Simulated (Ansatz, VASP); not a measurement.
## Two plane-wave programs on MgO

POSCAR

```
MgO
1.0
    0.0000000000      2.1021680256      2.1021680256
    2.1021680256      0.0000000000      2.1021680256
    2.1021680256      2.1021680256      0.0000000000
Mg O
1 1
Direct
    0.0000000000      0.0000000000      0.0000000000
    0.5000000000      0.5000000000      0.5000000000
```

The input INCAR.step1:

```
SYSTEM = MgO
  PREC = Accurate
  ENCUT = 520
  EDIFF = 1E-5
  ISMEAR = 0
  SIGMA = 0.01
  LREAL = .FALSE.
  LASPH = .TRUE.
  NELM = 60
  ALGO = Normal
  ISIF = 2
  LWAVE = .TRUE.
  NBANDS = 11
  GGA = PE
```

INCAR.step2

```
SYSTEM = MgO
  PREC = Accurate
  ENCUT = 520
  EDIFF = 1E-6
  ISMEAR = 0
  SIGMA = 0.01
  LREAL = .FALSE.
  LASPH = .TRUE.
  NELM = 60
  ALGO = Normal
  ISIF = 2
  LWAVE = .FALSE.
  LCHARG = .TRUE.
  GGA = PE
  LHFCALC = .TRUE.
  HFSCREEN = 0.2079
  PRECFOCK = Normal
  LELF = .TRUE.
  LVHAR = .TRUE.
  NBANDS = 11
  ISTART = 1
```

The input KPOINTS:

```
Automatic mesh
0
G
  8 8 8
  0 0 0
```

Input for Ansatz:

```yaml
crystal:
  lattice:
    - [0.0, 2.1021680256, 2.1021680256]
    - [2.1021680256, 0.0, 2.1021680256]
    - [2.1021680256, 2.1021680256, 0.0]
  atoms:
    - { symbol: Mg, position: [0.0, 0.0, 0.0] }
    - { symbol: O, position: [0.5, 0.5, 0.5] }
kpoints:
  mp_grid: { grid: [8, 8, 8] }
  band_path:
    path:
      - [0.0, 0.0, 0.0]
      - [0.5, 0.0, 0.5]
      - [0.625, 0.25, 0.625]
      - [0.375, 0.375, 0.75]
      - [0.5, 0.5, 0.5]
      - [0.5, 0.25, 0.75]
    npoints: 1
hamiltonian:
  xc: hse06
scf:
  occupations: { method: fixed }
  n_extra_bands: 4
output:
  forces: true
  stress: true
  eigenvalues: true
```

Alike in both runs: task single point; functional HSE06; k mesh 8 × 8 × 8; no spin polarisation.

```csv
,VASP,Ansatz
version,VASP 6.6.1,Ansatz 0.2.0
potentials or method,"VASP PAW PBE potentials, release 64 (Mg, O)","plane waves, PAW"
plane-wave cutoff (eV),520,420
occupations,"gaussian, width 0.01 eV",fixed
valence electrons in the cell,8,16
```

```tsv
	VASP	Ansatz	Ansatz less VASP
gap on the k mesh at the Fermi level (eV)	6.50	6.54	+0.046
pressure (GPa)	-0.6	-0.3	+0.30
```

VASP's potentials hold 8 valence electrons a cell and Ansatz's 16, so a difference there can come from the potentials and not from the codes. Ansatz's warnings: stress exchange threshold loose, stress scf threshold loose.
